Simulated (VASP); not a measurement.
Here is a VASP 6.6.1 calculation.

File INCAR:

```
  ALGO = Normal
  EDIFF = 1E-6
  ENCUT = 600
  GGA = CA
  GGA_COMPAT = F
  ISIF = 2
  ISMEAR = 0
  LASPH = T
  LCHARG = T
  LELF = T
  LREAL = F
  LVHAR = T
  LWAVE = F
  NBANDS = 11
  NELM = 120
  PREC = Accurate
  SIGMA = 0.05
```

The input KPOINTS:

```
k-points
0
Gamma
  12 12 12
```

POSCAR

```
BN
1.0
    0.0000000000      3.4953158300      2.1660912400
    1.2516321000      0.0000000000      2.1660912400
    1.2516321000      3.4953158300      0.0000000000
B N
1 1
Direct
    0.0462147570      0.0462147570      0.9537852430
    0.6666513400      0.6666513400      0.3333486600
```

Potentials or basis: VASP PAW LDA potentials, release 64 (B, N).

The run is started by

```sh
$ cat potpaw_LDA.64/B/POTCAR potpaw_LDA.64/N/POTCAR > POTCAR
$ mpirun -np 1 vasp_std > vasp.out
```

Question: Predict the largest force.

Answer: 5.658 eV/Å.

Question: Predict the pressure.

Answer: 7.3 GPa.

Stress tensor (GPa, compression positive):
```
29.57  0.00  0.00
 0.00 -1.51  0.00
 0.00  0.00 -6.03
```

Caveat: the cell differs from its parent crystal (all B atoms moved +0.200 Å, as atom 1 along Cartesian [0 0 1]); forces of over 1 eV/Å act on the atoms, so gaps and moduli don't describe the material at rest.
